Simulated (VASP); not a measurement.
# MnO (Fm-3m) in VASP: settings compared

The runs below take MnO through relaxation of cell and atoms, single point, with LDA, PBEsol.

Program: VASP 6.6.1. These are calculated values, not measurements. Logs are shortened: lines on timing, memory, paths and dates and some standing lists are left out, and cuts for length are marked.

**1. The cell of the first run**

It takes space group Fm-3m (No. 225, cubic). The conventional cell has a = 4.448 Å, b = 4.448 Å, c = 4.448 Å, α = 90.00°, β = 90.00°, γ = 90.00°. Within 2.9 Å of Mn (site symmetry m-3m) lie 6 O at 2.22 Å. Within 2.9 Å of O (site symmetry m-3m) lie 6 Mn at 2.22 Å.

**2. Relaxation of cell and atoms, LDA, collinear spin, ferromagnetic start**

Contents of INCAR:

```
SYSTEM = MnO
PREC = Accurate
ENCUT = 600
EDIFF = 1E-7
ISMEAR = -1
SIGMA = 0.05
LREAL = .FALSE.
LASPH = .TRUE.
NELM = 150
ALGO = Normal
ISIF = 3
LWAVE = .FALSE.
LCHARG = .FALSE.
ISPIN = 2
MAGMOM = 4 0
LORBIT = 11
LMAXMIX = 4
IBRION = 2
NSW = 60
EDIFFG = -0.01
```

Contents of KPOINTS:

```
regular mesh
0
G
  10 10 10
  0 0 0
```

Contents of POSCAR:

```
MnO
1.0
    0.0000000000      2.2239077028      2.2239077028
    2.2239077028      0.0000000000      2.2239077028
    2.2239077028      2.2239077028      0.0000000000
Mn O
1 1
Direct
    0.0000000000      0.0000000000      0.0000000000
    0.5000000000      0.5000000000      0.5000000000
```

Potentials or basis: VASP PAW LDA potentials, release 64 (Mn_pv, O).

Command:

```console
$ cat potpaw_LDA.64/Mn_pv/POTCAR potpaw_LDA.64/O/POTCAR > POTCAR
$ mpirun -np 1 vasp_std > vasp.out
```

OUTCAR:

```text
SYSTEM = MnO
   PREC = Accurate
   ENCUT = 600
   EDIFF = 1E-7
   ISMEAR = -1
   LREAL = .FALSE.
   LASPH = .TRUE.
   NELM = 150
   ISIF = 3
   ISPIN = 2
   LORBIT = 11
   IBRION = 2
   NSW = 60
   EDIFFG = -0.01

 ion  position               nearest neighbor table
   1  0.000  0.000  0.000-   2 2.22   2 2.22   2 2.22   2 2.22   2 2.22   2 2.22
   2  0.500  0.500  0.500-   1 2.22   1 2.22   1 2.22   1 2.22   1 2.22   1 2.22

  LATTYP: Found a face centered cubic cell.
 ALAT       =     4.4478154056

  Lattice vectors:

 A1 = (   0.0000000000,   2.2239077028,   2.2239077028)
 A2 = (   2.2239077028,   0.0000000000,   2.2239077028)
 A3 = (   2.2239077028,   2.2239077028,   0.0000000000)

Analysis of symmetry for initial positions (statically):
=====================================================================
 Subroutine PRICEL returns:
 Original cell was already a primitive cell.

 Routine SETGRP: Setting up the symmetry group for a
 face centered cubic supercell.

 Subroutine GETGRP returns: Found 48 space group operations
 (whereof 48 operations were pure point group operations)
 out of a pool of 48 trial point group operations.

The static configuration has the point symmetry O_h .

Analysis of symmetry for dynamics (positions and initial velocities):
=====================================================================
 Subroutine PRICEL returns:
 Original cell was already a primitive cell.

 Routine SETGRP: Setting up the symmetry group for a
 face centered cubic supercell.

 Subroutine GETGRP returns: Found 48 space group operations
 (whereof 48 operations were pure point group operations)
 out of a pool of 48 trial point group operations.

The dynamic configuration has the point symmetry O_h .

Analysis of structural, dynamic, and magnetic symmetry:
=====================================================================
 Subroutine PRICEL returns:
 Original cell was already a primitive cell.

 Routine SETGRP: Setting up the symmetry group for a
 face centered cubic supercell.

 Subroutine GETGRP returns: Found 48 space group operations
 (whereof 48 operations were pure point group operations)
 out of a pool of 48 trial point group operations.

The overall configuration has the point symmetry O_h .

 Subroutine INISYM returns: Found 48 space group operations
 (whereof 48 operations are pure point group operations),
 and found     1 'primitive' translations

----------------------------------------------------------------------------------------

                                     Primitive cell

  volume of cell :      21.9979

  direct lattice vectors                    reciprocal lattice vectors
     0.000000000  2.223907703  2.223907703    -0.224829474  0.224829474  0.224829474
     2.223907703  0.000000000  2.223907703     0.224829474 -0.224829474  0.224829474
     2.223907703  2.223907703  0.000000000     0.224829474  0.224829474 -0.224829474

  length of vectors
     3.145080435  3.145080435  3.145080435     0.389416073  0.389416073  0.389416073

  position of ions in fractional coordinates (direct lattice)
     0.000000000  0.000000000  0.000000000
     0.500000000  0.500000000  0.500000000

  ion indices of the primitive-cell ions
   primitive index   ion index
                 1           1
                 2           2

----------------------------------------------------------------------------------------

 KPOINTS: regular mesh

Automatic generation of k-mesh.
 Grid dimensions read from file:
 generate k-points for:   10   10   10

 Generating k-lattice:

  Cartesian coordinates                     Fractional coordinates (reciprocal lattice)
    -0.022482947  0.022482947  0.022482947     0.100000000  0.000000000  0.000000000
     0.022482947 -0.022482947  0.022482947     0.000000000  0.100000000  0.000000000
     0.022482947  0.022482947 -0.022482947     0.000000000  0.000000000  0.100000000

  Length of vectors
     0.038941607  0.038941607  0.038941607

  Shift w.r.t. Gamma in fractional coordinates (k-lattice)
     0.000000000  0.000000000  0.000000000

 Subroutine IBZKPT returns following result:
 ===========================================

 Found     47 irreducible k-points:

 Following reciprocal coordinates:
            Coordinates               Weight
  0.000000  0.000000  0.000000      1.000000
  0.100000  0.000000  0.000000      8.000000
  0.200000  0.000000  0.000000      8.000000
  0.300000  0.000000  0.000000      8.000000
  0.400000  0.000000  0.000000      8.000000
  0.500000  0.000000  0.000000      4.000000
[... 16 lines left out ...]
  0.300000  0.300000  0.000000      6.000000
  0.400000  0.300000  0.000000     24.000000
 [... further k-points ...]
   k-points           NKPTS =     47   k-points in BZ     NKDIM =     47   number of bands    NBANDS=     15
   number of dos      NEDOS =    301   number of ions     NIONS =      2
   total plane-waves  NPLWV =  21952
   dimension x,y,z NGX =    28 NGY =   28 NGZ =   28
   dimension x,y,z NGXF=    56 NGYF=   56 NGZF=   56
   ions per type =               1   1
   NGX,Y,Z   is equivalent  to a cutoff of  14.80, 14.80, 14.80 a.u.
   NGXF,Y,Z  is equivalent  to a cutoff of  29.60, 29.60, 29.60 a.u.
 SYSTEM =  MnO
   PREC   = accura    normal or accurate (medium, high low for compatibility)
   ISTART =      0    job   : 0-new  1-cont  2-samecut
   ICHARG =      2    charge: 1-file 2-atom 10-const
   ISPIN  =      2    spin polarized calculation?
   LNONCOLLINEAR =      F non collinear calculations
   LSORBIT =      F    spin-orbit coupling
   LASPH  =      T    aspherical Exc in radial PAW
   ENCUT  =  600.0 eV  44.10 Ry    6.64 a.u.   6.28  6.28  6.28*2*pi/ulx,y,z
   NELM   =    150;   NELMIN=  2; NELMDL= -5     # of ELM steps
   EDIFF  = 0.1E-06   stopping-criterion for ELM
   LREAL  =      F    real-space projection
   EDIFFG = -.1E-01   stopping-criterion for IOM
   NSW    =     60    number of steps for IOM
   IBRION =      2    ionic relax: 0-MD 1-quasi-New 2-CG
   NFREE  =      1    steps in history (QN), initial steepest desc. (CG)
   ISIF   =      3    stress and relaxation
   ISYM   =      2    0-nonsym 1-usesym 2-fastsym
   POTIM  = 0.5000    time-step for ionic-motion
   TEBEG  =    0.0;   TEEND  =   0.0 temperature during run
   PSTRESS=    0.0 pullay stress
   NELECT =      19.0000    total number of electrons
   NUPDOWN=      -1.0000    fix difference up-down
   EMIN   =  10.00;   EMAX   =-10.00  energy-range for DOS
   EFERMI =   0.00;   METHOD = LEGACY
   ISMEAR =    -1;   SIGMA  =   0.05  broadening in eV -4-tet -1-fermi 0-gaus
   EFERMI_NEDOS =   21; number of points for ismear=-14 and -15
   IALGO  =     38    algorithm
   IMIX   =      4    mixing-type and parameters
     AMIX     =   0.40;   BMIX     =  1.00
     AMIX_MAG =   1.60;   BMIX_MAG =  1.00
  volume/ion in A,a.u.               =      11.00        74.22
  Fermi-wavevector in a.u.,A,eV,Ry     =   1.559071  2.946217 33.071721  2.430703
  Thomas-Fermi vector in A             =   2.662483
   LORBIT       =     11    0 simple, 1 ext, 2 COOP (PROOUT), +10 PAW based schemes
   GGA     = CA    functional components
   LHFCALC =     F    Hartree Fock is set to
   AEXX    =    0.0000 exact exchange contribution
   IVDW    =     0    specifies the selected vdW correction
   LEPSILON=     F    determine dielectric tensor
   LRPA    =     F    only Hartree local field effects (RPA)
 conjugate gradient relaxation of ions
 spin polarized calculation
  energy-cutoff  :      600.00
  volume of cell :       22.00
 maximum number of plane-waves:       754
 NGX is ok and might be reduce to    28
   NGX = 13   NGY = 13   NGZ = 13

--------------------------------------- Ionic step        1  -------------------------------------------

 number of electron      18.9999997 magnetization       4.5236990

 Free energy of the ion-electron system (eV)
  ---------------------------------------------------
  ext. energy  EPLUGINS =         0.00000000
  ---------------------------------------------------
  free energy    TOTEN  =       -17.58897172 eV

  energy without entropy =      -17.57790815  energy(sigma->0) =      -17.58343994

------------------------ aborting loop because EDIFF is reached ----------------------------------------

  FORCE on cell =-STRESS in cart. coord.  units (eV):
  Direction    XX          YY          ZZ          XY          YZ          ZX
  --------------------------------------------------------------------------------------
  -------------------------------------------------------------------------------------
  Total       -2.4588810     -2.4588810     -2.4588810      0.0000000      0.0000000      0.0000000
  in kB     -179.0885534   -179.0885534   -179.0885534      0.0000000      0.0000000      0.0000000
  external PRESSURE =    -179.0885534 kB  Pullay stress =       0.0000000 kB
[... 93 lines left out ...]
  energy  without entropy=      -17.7954022057  energy(sigma->0) =      -17.80246573

--------------------------------------- Ionic step        4  -------------------------------------------

 number of electron      19.0000003 magnetization       3.9529824

 Free energy of the ion-electron system (eV)
  ---------------------------------------------------
  ext. energy  EPLUGINS =         0.00000000
  ---------------------------------------------------
  free energy    TOTEN  =       -17.80964144 eV

  energy without entropy =      -17.79580063  energy(sigma->0) =      -17.80272103

 E-fermi :   9.3457     XC(G=0): -13.3548

 val. band max:        9.3331924567   @ k =  -0.1000   0.1000   0.0000
 cond. band min:       9.3536404619   @ k =   0.4000   0.1000   0.0000
 fundamental gap:      0.0204480053
 Fermi energy:         9.3456670062

 spin component 1

 k-point     1 :       0.0000    0.0000    0.0000
  band No.  band energies     occupation
      1     -40.2475      1.00000
      2     -40.2475      1.00000
      3     -40.2475      1.00000
      4     -12.1840      1.00000
      5       4.7297      1.00000
      6       4.7297      1.00000
      7       4.7297      1.00000
      8       6.2130      1.00000
      9       6.2130      1.00000
     10       6.2130      1.00000
     11       6.8414      1.00000
     12       6.8414      1.00000
     13       9.8907      0.00002
     14      23.8748      0.00000
     15      27.1705      0.00000
[... 399 lines left out ...]
      1     -40.3463      1.00000
      2     -40.2885      1.00000
      3     -40.2845      1.00000
      4     -11.0536      1.00000
      5       0.9026      1.00000
      6       3.0904      1.00000
      7       3.3721      1.00000
      8       5.4460      1.00000
      9       7.5189      1.00000
     10       7.8624      1.00000
     11       7.9547      1.00000
     12       8.6009      1.00000
     13      15.3393      0.00000
     14      19.4326      0.00000
     15      20.6623      0.00000

 [... further k-points ...]

 spin component 2

 k-point     1 :       0.0000    0.0000    0.0000
  band No.  band energies     occupation
      1     -36.6251      1.00000
      2     -36.6251      1.00000
      3     -36.6251      1.00000
      4     -11.7769      1.00000
      5       5.1029      1.00000
      6       5.1029      1.00000
      7       5.1029      1.00000
      8       9.1101      0.99108
      9       9.1101      0.99108
     10       9.1101      0.99108
     11       9.8971      0.00002
     12       9.8971      0.00002
     13      10.7329      0.00000
     14      24.3634      0.00000
     15      28.4860      0.00000
[... 443 lines left out ...]
  FREE ENERGIE OF THE ION-ELECTRON SYSTEM (eV)
  ---------------------------------------------------
  free  energy   TOTEN  =       -17.8096414372 eV

  energy  without entropy=      -17.7958006269  energy(sigma->0) =      -17.80272103

 reached required accuracy - stopping structural energy minimisation

 total charge

# of ion       s       p       d       tot
------------------------------------------
    1        0.235   6.236   5.121  11.592
    2        1.549   3.443   0.000   4.991
--------------------------------------------------
tot          1.784   9.678   5.121  16.584

 magnetization (x)

# of ion       s       p       d       tot
------------------------------------------
    1        0.026   0.019   3.599   3.645
    2        0.031   0.121   0.000   0.152
--------------------------------------------------
tot          0.058   0.140   3.599   3.797
```

Run time: 82 s. Hardware: 1 thread of Intel Xeon Platinum 8488C (Sapphire Rapids), shared host; peak memory 0.17 GiB.

What came out:

| Item | Value |
| --- | --- |
| Free energy | -17.8096 eV |
| Relaxed volume | 9.32 Å³/atom |
| Relaxed cell | a = 2.976 Å, b = 2.976 Å, c = 2.976 Å, α = 60.00°, β = 60.00°, γ = 60.00° |
| Space group after relaxing (to 0.05 Å) | Fm-3m (No. 225) |
| Energy gained by relaxing | 110.3 meV/atom |
| Ionic steps | 4 |
| Pressure after relaxing | 0.0 GPa |
| Net moment | 3.95 μB per cell |
| Site moments | Mn +3.65; O +0.15 μB |
| Valence electrons inside the program's atomic spheres | Mn 11.59; O 4.99 |

The path:
```tsv
step	energy change (eV)	largest force (eV/Å)	pressure (GPa)	volume (Å³)
1	0.0000	0.0000	-17.91	22.00
2	-0.2184	0.0000	2.14	18.31
3	-0.2206	0.0000	0.52	18.56
4	-0.2207	0.0000	-0.01	18.64
```

Final structure:
```
Mn O
1.0
     0.00000    2.10449    2.10449
     2.10449    0.00000    2.10449
     2.10449    2.10449    0.00000
Mn O
1 1
Cartesian
  0.0000 0.0000 0.0000
  2.1045 2.1045 2.1045
```

Caveat: the volume moved by over 15 % at a fixed basis, so the end points are rough; a cell with one magnetic atom can't hold antiferromagnetic order, which such compounds often take; semilocal functionals often make such compounds metallic where correlation or magnetic order opens a gap, which also shifts bond lengths.

**3. Single point, PBEsol**

Contents of INCAR:

```
PREC = Accurate
ENCUT = 520
EDIFF = 1E-6
ISMEAR = -1
SIGMA = 0.05
LREAL = F
LASPH = T
NELM = 80
ALGO = Normal
ISIF = 2
LWAVE = F
LCHARG = T
GGA = PS
LELF = T
LVHAR = T
NBANDS = 16
```

Contents of KPOINTS:

```
Automatic mesh
0
Gamma
  10 10 10
```

POSCAR is that of step 2.

Potentials or basis: VASP PAW PBE potentials, release 64 (Mn_pv, O).

Command:

```console
$ cat potpaw_PBE.64/Mn_pv/POTCAR potpaw_PBE.64/O/POTCAR > POTCAR
$ mpirun -np 1 vasp_std > vasp.out
```

OUTCAR:

```text
PREC = Accurate
   ENCUT = 520
   EDIFF = 1E-6
   ISMEAR = -1
   LREAL = F
   LASPH = T
   NELM = 80
   ISIF = 2
   GGA = PS

 ion  position               nearest neighbor table
   1  0.000  0.000  0.000-   2 2.22   2 2.22   2 2.22   2 2.22   2 2.22   2 2.22
   2  0.500  0.500  0.500-   1 2.22   1 2.22   1 2.22   1 2.22   1 2.22   1 2.22

  LATTYP: Found a face centered cubic cell.
 ALAT       =     4.4478154056

  Lattice vectors:

 A1 = (   0.0000000000,   2.2239077028,   2.2239077028)
 A2 = (   2.2239077028,   0.0000000000,   2.2239077028)
 A3 = (   2.2239077028,   2.2239077028,   0.0000000000)

Analysis of symmetry for initial positions (statically):
=====================================================================
 Subroutine PRICEL returns:
 Original cell was already a primitive cell.

 Routine SETGRP: Setting up the symmetry group for a
 face centered cubic supercell.

 Subroutine GETGRP returns: Found 48 space group operations
 (whereof 48 operations were pure point group operations)
 out of a pool of 48 trial point group operations.

The static configuration has the point symmetry O_h .
[... 158 lines left out ...]
  energy without entropy =      -15.02142043  energy(sigma->0) =      -15.05459315

 E-fermi :   6.8640     XC(G=0): -12.2506

 val. band max:        6.8617787916   @ k =   0.5000   0.2000   0.1000
 cond. band min:       6.8718213519   @ k =  -0.3000   0.5000   0.2000
 fundamental gap:      0.0100425604
 Fermi energy:         6.8639571754

 k-point     1 :       0.0000    0.0000    0.0000
  band No.  band energies     occupation
      1     -41.1097      2.00000
      2     -41.1097      2.00000
      3     -41.1097      2.00000
      4     -13.2450      2.00000
      5       3.1044      2.00000
      6       3.1044      2.00000
[... 433 lines left out ...]
      3     -41.1292      2.00000
      4     -12.4667      2.00000
      5       0.0996      2.00000
      6       1.9382      2.00000
[... 8 lines left out ...]
     15      18.0922      0.00000
     16      21.1148      0.00000

 [... further k-points ...]

------------------------ aborting loop because EDIFF is reached ----------------------------------------

  FORCE on cell =-STRESS in cart. coord.  units (eV):
  Direction    XX          YY          ZZ          XY          YZ          ZX
  --------------------------------------------------------------------------------------
  -------------------------------------------------------------------------------------
  Total       -5.6294750     -5.6294750     -5.6294750     -0.0000000      0.0000000     -0.0000000
  in kB     -410.0135440   -410.0135440   -410.0135440     -0.0000000      0.0000000     -0.0000000
  external PRESSURE =    -410.0135440 kB  Pullay stress =       0.0000000 kB

 VOLUME and BASIS-vectors are now :
 -----------------------------------------------------------------------------
  energy-cutoff  :      520.00
  volume of cell :       22.00
      direct lattice vectors                 reciprocal lattice vectors
     0.000000000  2.223907703  2.223907703    -0.224829474  0.224829474  0.224829474
     2.223907703  0.000000000  2.223907703     0.224829474 -0.224829474  0.224829474
     2.223907703  2.223907703  0.000000000     0.224829474  0.224829474 -0.224829474

 POSITION                                       TOTAL-FORCE (eV/Angst)
 -----------------------------------------------------------------------------------
      0.00000      0.00000      0.00000         0.000000      0.000000      0.000000
      2.22391      2.22391      2.22391        -0.000000     -0.000000     -0.000000
 -----------------------------------------------------------------------------------
    total drift:                                0.000000     -0.000000     -0.000000

  FREE ENERGIE OF THE ION-ELECTRON SYSTEM (eV)
  ---------------------------------------------------
  free  energy   TOTEN  =       -15.0877658733 eV

  energy  without entropy=      -15.0214204280  energy(sigma->0) =      -15.05459315
```

Wall time 10 s (1 thread of Intel Xeon 6975P-C, shared host); peak memory 0.14 GiB.

What came out:

```yaml
Free_energy: -15.0878 eV
Pressure: -41.0 GPa
```

Levels at points of the mesh, in eV from the Fermi level:
| k point | band 6 | band 7 | band 8 | band 9 | band 10 | band 11 | band 12 | band 13 |
| --- | --- | --- | --- | --- | --- | --- | --- | --- |
| (0.00, 0.00, 0.00) | -3.76 | -3.76 | -1.13 | -1.13 | -1.13 | -0.68 | -0.68 | 0.28 |
| (0.50, 0.00, 0.00) | -5.48 | -5.48 | -0.13 | -0.13 | 0.03 | 1.66 | 1.66 | 4.24 |
| (0.50, 0.50, 0.00) | -4.70 | -4.70 | -2.33 | -0.20 | 0.06 | 0.21 | 0.21 | 6.16 |

Caveat: the PAW data sets were made with another functional, which shifts forces and pressure a little; an odd number of electrons without spin polarisation forces a metal; a magnetic or distorted state may lie lower; the run has no spin polarisation, though such a crystal can be magnetic; semilocal functionals often make such compounds metallic where correlation or magnetic order opens a gap, which also shifts bond lengths. With open d or f shells a metallic result of PBEsol can be an artefact of self-interaction; +U or a hybrid may open a gap.

(Part 1 of 2 ends here.)
